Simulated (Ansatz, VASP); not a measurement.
Two plane-wave programs on AlN

Contents of POSCAR:

```
AlN
1.0
    3.1285881400      0.0000000000      0.0000000000
   -1.5642940700      2.7094368000      0.0000000000
    0.0000000000      0.0000000000      5.0169550000
Al N
2 2
Direct
    0.6666666700      0.3333333300      0.4992870000
    0.3333333300      0.6666666700      0.9992870000
    0.6666666700      0.3333333300      0.8807130000
    0.3333333300      0.6666666700      0.3807130000
```

Contents of INCAR.step1:

```
SYSTEM = AlN
ALGO = Normal
EDIFF = 1E-4
ENCUT = 520
GGA = PE
ISMEAR = 0
LASPH = .True.
LCHARG = .False.
LREAL = .False.
LWAVE = .True.
NBANDS = 16
NELM = 80
PREC = Accurate
SIGMA = 0.1
```

Contents of INCAR.step2:

```
SYSTEM = AlN
ALGO = Normal
EDIFF = 1E-6
ENCUT = 520
ISIF = 2
ISMEAR = 0
ISTART = 1
LASPH = .True.
LCHARG = .False.
LMIXTAU = .True.
LREAL = .False.
LWAVE = .False.
METAGGA = R2SCAN
NBANDS = 16
NELM = 80
PREC = Accurate
SIGMA = 0.1
```

KPOINTS

```
k-points
0
Gamma
  6 6 4
  0 0 0
```

Input for Ansatz:

```yaml
crystal:
  lattice:
    - [3.12858814, 0.0, 0.0]
    - [-1.56429407, 2.7094368, 0.0]
    - [0.0, 0.0, 5.016955]
  atoms:
    - { symbol: Al, position: [0.66666667, 0.33333333, 0.499287] }
    - { symbol: Al, position: [0.33333333, 0.66666667, 0.999287] }
    - { symbol: "N", position: [0.66666667, 0.33333333, 0.880713] }
    - { symbol: "N", position: [0.33333333, 0.66666667, 0.380713] }
basis:
  ecutwfc: 500
kpoints:
  mp_grid: { grid: [6, 6, 4] }
hamiltonian:
  xc: r2scan
  pseudopotentials: { kind: paw, azcp: { folder: soft_1 } }
scf:
  occupations: { method: gaussian, width: 0.1 }
output:
  forces: true
  stress: true
  eigenvalues: true
```

Alike in both runs: task single point; functional r2SCAN; k mesh 6 × 6 × 4; occupations gaussian, width 0.1 eV; no spin polarisation.

|  | VASP | Ansatz |
| --- | --- | --- |
| version | VASP 6.6.1 | Ansatz 0.2.0 |
| potentials or method | VASP PAW PBE potentials, release 64 (Al, N), cutoff 520 eV | scalar-relativistic, plane waves, PAW |
| valence electrons in the cell | 16 | 16 |

Ansatz gave:

```
gap on the k mesh at the Fermi level (eV)                     : 4.68
least direct gap on the mesh (eV)                             : 4.68
pressure (GPa)                                                : -4.4
traceless stress, the component that is largest in VASP (GPa) : 0.08
```

Question: Which values does VASP return?

Answer: gap on the k mesh at the Fermi level (eV): 4.72; least direct gap on the mesh (eV): 4.72; pressure (GPa): -4.8; traceless stress, the component that is largest in VASP (GPa): 0.10.

VASP's potentials were made for PBE, not for r2SCAN.
